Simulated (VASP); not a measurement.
# Ta (Im-3m) in VASP: further runs, part 2 of 3

VASP 6.6.1. Earlier steps stand in the parts before.

## Step 3: Single point, PBE

This run uses another cell than the first one, of 15.56 Å³/atom, 0.954 times its volume.

Input file INCAR:

```
ALGO = Normal ; EDIFF = 1E-7
ENCUT = 520 ; GGA = PE
ISIF = 2 ; ISMEAR = -1
LASPH = True ; LCHARG = True
LELF = True ; LREAL = False
LVHAR = True ; LWAVE = False
NBANDS = 12 ; NELM = 80
PREC = Accurate ; SIGMA = 0.05
```

Input file KPOINTS:

```
k-points
0
Gamma
  7 7 7
```

Input file POSCAR:

```
Ta
1.0
   -1.5726610896      1.5726610896      1.5726610896
    1.5726610896     -1.5726610896      1.5726610896
    1.5726610896      1.5726610896     -1.5726610896
Ta
1
Direct
    0.0000000000      0.0000000000      0.0000000000
```

Potentials or basis: VASP PAW PBE potentials, release 64 (Ta_pv).

Started as:

```bash
> cat potpaw_PBE.64/Ta_pv/POTCAR > POTCAR
> mpirun -np 1 vasp_std > vasp.out
```

OUTCAR:

```text
EDIFF = 1E-7
   ENCUT = 520
   GGA = PE
   ISIF = 2
   ISMEAR = -1
   LASPH = True
   LREAL = False
   NELM = 80
   PREC = Accurate

 ion  position               nearest neighbor table
   1  0.000  0.000  0.000-

  LATTYP: Found a body centered cubic cell.
 ALAT       =     3.1453221792

  Lattice vectors:

 A1 = (  -1.5726610896,   1.5726610896,   1.5726610896)
 A2 = (   1.5726610896,  -1.5726610896,   1.5726610896)
 A3 = (   1.5726610896,   1.5726610896,  -1.5726610896)

Analysis of symmetry for initial positions (statically):
=====================================================================
 Subroutine PRICEL returns:
 Original cell was already a primitive cell.

 Routine SETGRP: Setting up the symmetry group for a
 body centered cubic supercell.

 Subroutine GETGRP returns: Found 48 space group operations
 (whereof 48 operations were pure point group operations)
 out of a pool of 48 trial point group operations.

The static configuration has the point symmetry O_h .

Analysis of symmetry for dynamics (positions and initial velocities):
=====================================================================
 Subroutine PRICEL returns:
 Original cell was already a primitive cell.

 Routine SETGRP: Setting up the symmetry group for a
 body centered cubic supercell.

 Subroutine GETGRP returns: Found 48 space group operations
 (whereof 48 operations were pure point group operations)
 out of a pool of 48 trial point group operations.

The dynamic configuration has the point symmetry O_h .

 Subroutine INISYM returns: Found 48 space group operations
 (whereof 48 operations are pure point group operations),
 and found     1 'primitive' translations

----------------------------------------------------------------------------------------

                                     Primitive cell

  volume of cell :      15.5584

  direct lattice vectors                    reciprocal lattice vectors
    -1.572661090  1.572661090  1.572661090     0.000000000  0.317932454  0.317932454
     1.572661090 -1.572661090  1.572661090     0.317932454  0.000000000  0.317932454
     1.572661090  1.572661090 -1.572661090     0.317932454  0.317932454  0.000000000

  length of vectors
     2.723928910  2.723928910  2.723928910     0.449624389  0.449624389  0.449624389

  position of ions in fractional coordinates (direct lattice)
     0.000000000  0.000000000  0.000000000

  ion indices of the primitive-cell ions
   primitive index   ion index
                 1           1

----------------------------------------------------------------------------------------

 KPOINTS: k-points

Automatic generation of k-mesh.
 Grid dimensions read from file:
 generate k-points for:    7    7    7

 Generating k-lattice:

  Cartesian coordinates                     Fractional coordinates (reciprocal lattice)
     0.000000000  0.045418922  0.045418922     0.142857143  0.000000000  0.000000000
     0.045418922  0.000000000  0.045418922     0.000000000  0.142857143  0.000000000
     0.045418922  0.045418922  0.000000000     0.000000000  0.000000000  0.142857143

  Length of vectors
     0.064232056  0.064232056  0.064232056

  Shift w.r.t. Gamma in fractional coordinates (k-lattice)
     0.000000000  0.000000000  0.000000000

 Subroutine IBZKPT returns following result:
 ===========================================

 Found     20 irreducible k-points:

 Following reciprocal coordinates:
            Coordinates               Weight
  0.000000  0.000000  0.000000      1.000000
  0.142857  0.000000  0.000000     12.000000
  0.285714  0.000000  0.000000     12.000000
  0.428571  0.000000  0.000000     12.000000
  0.142857  0.142857  0.000000     24.000000
  0.285714  0.142857 -0.000000     48.000000
[... 12 lines left out ...]
 -0.428571 -0.428571  0.285714      8.000000
 -0.428571  0.428571  0.428571      6.000000
   k-points           NKPTS =     20   k-points in BZ     NKDIM =     20   number of bands    NBANDS=     12
   number of dos      NEDOS =    301   number of ions     NIONS =      1
   total plane-waves  NPLWV =   8000
   dimension x,y,z NGX =    20 NGY =   20 NGZ =   20
   dimension x,y,z NGXF=    40 NGYF=   40 NGZF=   40
   ions per type =               1
   NGX,Y,Z   is equivalent  to a cutoff of  12.21, 12.21, 12.21 a.u.
   NGXF,Y,Z  is equivalent  to a cutoff of  24.41, 24.41, 24.41 a.u.
 SYSTEM =  unknown system
   PREC   = accura    normal or accurate (medium, high low for compatibility)
   ISTART =      0    job   : 0-new  1-cont  2-samecut
   ICHARG =      2    charge: 1-file 2-atom 10-const
   ISPIN  =      1    spin polarized calculation?
   LNONCOLLINEAR =      F non collinear calculations
   LSORBIT =      F    spin-orbit coupling
   LASPH  =      T    aspherical Exc in radial PAW
   ENCUT  =  520.0 eV  38.22 Ry    6.18 a.u.   5.06  5.06  5.06*2*pi/ulx,y,z
   NELM   =     80;   NELMIN=  2; NELMDL= -5     # of ELM steps
   EDIFF  = 0.1E-06   stopping-criterion for ELM
   LREAL  =      F    real-space projection
   EDIFFG = 0.1E-05   stopping-criterion for IOM
   NSW    =      0    number of steps for IOM
   IBRION =     -1    ionic relax: 0-MD 1-quasi-New 2-CG
   NFREE  =      0    steps in history (QN), initial steepest desc. (CG)
   ISIF   =      2    stress and relaxation
   ISYM   =      2    0-nonsym 1-usesym 2-fastsym
   POTIM  = 0.5000    time-step for ionic-motion
   TEBEG  =    0.0;   TEEND  =   0.0 temperature during run
   PSTRESS=    0.0 pullay stress
   NELECT =      11.0000    total number of electrons
   NUPDOWN=      -1.0000    fix difference up-down
   EMIN   =  10.00;   EMAX   =-10.00  energy-range for DOS
   EFERMI =   0.00;   METHOD = LEGACY
   ISMEAR =    -1;   SIGMA  =   0.05  broadening in eV -4-tet -1-fermi 0-gaus
   EFERMI_NEDOS =   21; number of points for ismear=-14 and -15
   IALGO  =     38    algorithm
   IMIX   =      4    mixing-type and parameters
     AMIX     =   0.40;   BMIX     =  1.00
     AMIX_MAG =   1.60;   BMIX_MAG =  1.00
  volume/ion in A,a.u.               =      15.56       104.99
  Fermi-wavevector in a.u.,A,eV,Ry     =   1.458424  2.756022 28.939615  2.127002
  Thomas-Fermi vector in A             =   2.575110
   LORBIT       =      0    0 simple, 1 ext, 2 COOP (PROOUT), +10 PAW based schemes
   GGA     = PE    functional components
   LHFCALC =     F    Hartree Fock is set to
   AEXX    =    0.0000 exact exchange contribution
   IVDW    =     0    specifies the selected vdW correction
   LEPSILON=     F    determine dielectric tensor
   LRPA    =     F    only Hartree local field effects (RPA)
 non-spin polarized calculation
  energy-cutoff  :      520.00
  volume of cell :       15.56
 maximum number of plane-waves:       430
   NGX = 11   NGY = 11   NGZ = 11

 number of electron      11.0000003 magnetization

 Free energy of the ion-electron system (eV)
  ---------------------------------------------------
  ext. energy  EPLUGINS =         0.00000000
  ---------------------------------------------------
  free energy    TOTEN  =       -11.48685514 eV

  energy without entropy =      -11.47075843  energy(sigma->0) =      -11.47880678

 E-fermi :   6.5697     XC(G=0): -13.3932

 val. band max:        6.5131291279   @ k =   0.2857   0.1429   0.1429
 cond. band min:       6.5792672754   @ k =   0.2857   0.0000   0.0000
 fundamental gap:      0.0661381475
 Fermi energy:         6.5697302606

 k-point     1 :       0.0000    0.0000    0.0000
  band No.  band energies     occupation
      1     -25.7752      2.00000
      2     -25.7752      2.00000
      3     -25.7752      2.00000
      4      -1.7033      2.00000
      5       7.4237      0.00000
      6       7.4237      0.00000
      7       7.4237      0.00000
      8      11.2478      0.00000
      9      11.2478      0.00000
     10      21.8734      0.00000
     11      22.4545      0.00000
     12      22.4545      0.00000
[... 271 lines left out ...]
 k-point    20 :      -0.4286    0.4286    0.4286
  band No.  band energies     occupation
      1     -27.0575      2.00000
      2     -26.9850      2.00000
      3     -26.9850      2.00000
      4       2.2417      2.00000
      5       2.4190      2.00000
      6      12.6559      0.00000
      7      12.6559      0.00000
      8      14.2293      0.00000
      9      15.4966      0.00000
     10      19.5980      0.00000
     11      19.5980      0.00000
     12      21.8649      0.00000

------------------------ aborting loop because EDIFF is reached ----------------------------------------

  FORCE on cell =-STRESS in cart. coord.  units (eV):
  Direction    XX          YY          ZZ          XY          YZ          ZX
  --------------------------------------------------------------------------------------
  -------------------------------------------------------------------------------------
  Total        4.4802740      4.4802740      4.4802740      0.0000000      0.0000000     -0.0000000
  in kB      461.3704166    461.3704166    461.3704166      0.0000000      0.0000000     -0.0000000
  external PRESSURE =     461.3704166 kB  Pullay stress =       0.0000000 kB

 VOLUME and BASIS-vectors are now :
 -----------------------------------------------------------------------------
  energy-cutoff  :      520.00
  volume of cell :       15.56
      direct lattice vectors                 reciprocal lattice vectors
    -1.572661090  1.572661090  1.572661090     0.000000000  0.317932454  0.317932454
     1.572661090 -1.572661090  1.572661090     0.317932454  0.000000000  0.317932454
     1.572661090  1.572661090 -1.572661090     0.317932454  0.317932454  0.000000000

 POSITION                                       TOTAL-FORCE (eV/Angst)
 -----------------------------------------------------------------------------------
      0.00000      0.00000      0.00000        -0.000000     -0.000000     -0.000000
 -----------------------------------------------------------------------------------
    total drift:                                0.000000     -0.000000     -0.000000

  FREE ENERGIE OF THE ION-ELECTRON SYSTEM (eV)
  ---------------------------------------------------
  free  energy   TOTEN  =       -11.4868551355 eV

  energy  without entropy=      -11.4707584250  energy(sigma->0) =      -11.47880678
```

Run time: 3.5 s. Hardware: 1 thread of Intel Xeon 6975P-C, shared host; peak memory 0.12 GiB.

Results:

```yaml
Free_energy: -11.4869 eV
Pressure: 46.1 GPa
```

Caveat: the k points lie up to 0.40 Å⁻¹ apart; spin-orbit coupling is left out, which moves the levels of the heavy elements.

## Step 4: Single point, PBE

This run uses another cell than the first one, of 18.33 Å³/atom, 1.124 times its volume.

Input file INCAR:

```
PREC = Accurate
ENCUT = 520
EDIFF = 1E-6
ISMEAR = -1
SIGMA = 0.05
LREAL = F
LASPH = T
NELM = 100
ALGO = Normal
ISIF = 2
LWAVE = F
LCHARG = T
GGA = PE
LELF = T
LVHAR = T
NBANDS = 12
```

Input file KPOINTS:

```
regular mesh
0
Gamma
  7 7 7
```

Input file POSCAR:

```
Ta
1.0
   -1.6610079832      1.6610079832      1.6610079832
    1.6610079832     -1.6610079832      1.6610079832
    1.6610079832      1.6610079832     -1.6610079832
Ta
1
Direct
    0.0000000000      0.0000000000      0.0000000000
```

Potentials or basis: VASP PAW PBE potentials, release 64 (Ta_pv).

Started as:

```bash
> cat potpaw_PBE.64/Ta_pv/POTCAR > POTCAR
> mpirun -np 1 vasp_std > vasp.out
```

OUTCAR:

```text
PREC = Accurate
   ENCUT = 520
   EDIFF = 1E-6
   ISMEAR = -1
   LREAL = F
   LASPH = T
   NELM = 100
   ISIF = 2
   GGA = PE

 ion  position               nearest neighbor table
   1  0.000  0.000  0.000-

  LATTYP: Found a body centered cubic cell.
 ALAT       =     3.3220159664

  Lattice vectors:

 A1 = (  -1.6610079832,   1.6610079832,   1.6610079832)
 A2 = (   1.6610079832,  -1.6610079832,   1.6610079832)
 A3 = (   1.6610079832,   1.6610079832,  -1.6610079832)

[... 470 lines left out ...]
     10      16.0870      0.00000
     11      16.0870      0.00000
     12      19.9231      0.00000

------------------------ aborting loop because EDIFF is reached ----------------------------------------

  FORCE on cell =-STRESS in cart. coord.  units (eV):
  Direction    XX          YY          ZZ          XY          YZ          ZX
  --------------------------------------------------------------------------------------
  -------------------------------------------------------------------------------------
  Total        0.0041124      0.0041124      0.0041124     -0.0000000      0.0000000     -0.0000000
  in kB        0.3594395      0.3594395      0.3594395     -0.0000000      0.0000000     -0.0000000
  external PRESSURE =       0.3594395 kB  Pullay stress =       0.0000000 kB

 VOLUME and BASIS-vectors are now :
 -----------------------------------------------------------------------------
  energy-cutoff  :      520.00
  volume of cell :       18.33
      direct lattice vectors                 reciprocal lattice vectors
    -1.661007983  1.661007983  1.661007983     0.000000000  0.301022033  0.301022033
     1.661007983 -1.661007983  1.661007983     0.301022033  0.000000000  0.301022033
     1.661007983  1.661007983 -1.661007983     0.301022033  0.301022033  0.000000000

 POSITION                                       TOTAL-FORCE (eV/Angst)
 -----------------------------------------------------------------------------------
      0.00000      0.00000      0.00000        -0.000000     -0.000000      0.000000
 -----------------------------------------------------------------------------------
    total drift:                                0.000000      0.000000     -0.000000

  FREE ENERGIE OF THE ION-ELECTRON SYSTEM (eV)
  ---------------------------------------------------
  free  energy   TOTEN  =       -11.8442153483 eV

  energy  without entropy=      -11.8388840659  energy(sigma->0) =      -11.84154971
```

OSZICAR:

```text
N       E                     dE             d eps       ncg     rms          rms(c)
DAV:   1     0.619150494963E+02    0.61915E+02   -0.59650E+03   480   0.867E+02
DAV:   2    -0.112672823576E+02   -0.73182E+02   -0.70813E+02   528   0.247E+02
DAV:   3    -0.123226165497E+02   -0.10553E+01   -0.10531E+01   556   0.279E+01
DAV:   4    -0.123250643597E+02   -0.24478E-02   -0.24477E-02   556   0.159E+00
DAV:   5    -0.123250732938E+02   -0.89341E-05   -0.89340E-05   584   0.877E-02    0.131E+01
DAV:   6    -0.119606616541E+02    0.36441E+00   -0.29950E-01   552   0.585E+00    0.631E+00
DAV:   7    -0.118452582769E+02    0.11540E+00   -0.26433E-01   548   0.520E+00    0.356E-01
DAV:   8    -0.118442089212E+02    0.10494E-02   -0.68722E-03   544   0.622E-01    0.902E-02
DAV:   9    -0.118442222362E+02   -0.13315E-04   -0.58170E-05   552   0.782E-02    0.265E-02
DAV:  10    -0.118442150916E+02    0.71446E-05   -0.29252E-06   544   0.186E-02    0.186E-03
DAV:  11    -0.118442153483E+02   -0.25665E-06   -0.12836E-07   280   0.419E-03
   1 F= -.11844215E+02 E0= -.11841550E+02  d E =-.533128E-02
```

Wall time 3.5 s (1 thread of Intel Xeon 6975P-C, shared host); peak memory 0.14 GiB.

What came out:

```yaml
Free_energy: -11.8442 eV
Pressure: 0.0 GPa
```

Caveat: the k points lie up to 0.38 Å⁻¹ apart; spin-orbit coupling is left out, which moves the levels of the heavy elements.

## Step 5: Single point, PBE

This run uses another cell than the first one, of 17.19 Å³/atom, 1.054 times its volume.

Input file INCAR:

```
ALGO = Normal
EDIFF = 1E-6
ENCUT = 520
GGA = PE
ISIF = 2
ISMEAR = -1
LASPH = True
LCHARG = True
LELF = True
LREAL = False
LVHAR = True
LWAVE = False
NBANDS = 12
NELM = 80
PREC = Accurate
SIGMA = 0.05
```

Input file KPOINTS:

```
k-points
0
Gamma
  7 7 7
```

Input file POSCAR:

```
Ta
1.0
   -1.6258491065      1.6258491065      1.6258491065
    1.6258491065     -1.6258491065      1.6258491065
    1.6258491065      1.6258491065     -1.6258491065
Ta
1
Direct
    0.0000000000      0.0000000000      0.0000000000
```

Potentials or basis: VASP PAW PBE potentials, release 64 (Ta_pv).

Started as:

```bash
> cat potpaw_PBE.64/Ta_pv/POTCAR > POTCAR
> mpirun -np 1 vasp_std > vasp.out
```

OUTCAR:

```text
EDIFF = 1E-6
   ENCUT = 520
   GGA = PE
   ISIF = 2
   ISMEAR = -1
   LASPH = True
   LREAL = False
   NELM = 80
   PREC = Accurate

 ion  position               nearest neighbor table
   1  0.000  0.000  0.000-

  LATTYP: Found a body centered cubic cell.
 ALAT       =     3.2516982130

  Lattice vectors:

 A1 = (  -1.6258491065,   1.6258491065,   1.6258491065)
 A2 = (   1.6258491065,  -1.6258491065,   1.6258491065)
 A3 = (   1.6258491065,   1.6258491065,  -1.6258491065)
[... 471 lines left out ...]
     10      17.3930      0.00000
     11      17.3930      0.00000
     12      20.6584      0.00000

------------------------ aborting loop because EDIFF is reached ----------------------------------------

  FORCE on cell =-STRESS in cart. coord.  units (eV):
  Direction    XX          YY          ZZ          XY          YZ          ZX
  --------------------------------------------------------------------------------------
  -------------------------------------------------------------------------------------
  Total        1.6427323      1.6427323      1.6427323     -0.0000000     -0.0000000      0.0000000
  in kB      153.1005250    153.1005250    153.1005250     -0.0000000     -0.0000000      0.0000000
  external PRESSURE =     153.1005250 kB  Pullay stress =       0.0000000 kB

 VOLUME and BASIS-vectors are now :
 -----------------------------------------------------------------------------
  energy-cutoff  :      520.00
  volume of cell :       17.19
      direct lattice vectors                 reciprocal lattice vectors
    -1.625849107  1.625849107  1.625849107     0.000000000  0.307531614  0.307531614
     1.625849107 -1.625849107  1.625849107     0.307531614  0.000000000  0.307531614
     1.625849107  1.625849107 -1.625849107     0.307531614  0.307531614  0.000000000

 POSITION                                       TOTAL-FORCE (eV/Angst)
 -----------------------------------------------------------------------------------
      0.00000      0.00000      0.00000         0.000000      0.000000      0.000000
 -----------------------------------------------------------------------------------
    total drift:                               -0.000000      0.000000      0.000000

  FREE ENERGIE OF THE ION-ELECTRON SYSTEM (eV)
  ---------------------------------------------------
  free  energy   TOTEN  =       -11.7920874249 eV

  energy  without entropy=      -11.7858437754  energy(sigma->0) =      -11.78896560
```

It took 3.7 s on 1 thread of Intel Xeon 6975P-C, shared host; peak memory 0.14 GiB.

Results:

| Item | Value |
| --- | --- |
| Free energy | -11.7921 eV |
| Pressure | 15.3 GPa |

Caveat: the k points lie up to 0.39 Å⁻¹ apart; spin-orbit coupling is left out, which moves the levels of the heavy elements.

[end of part 2 of 3]
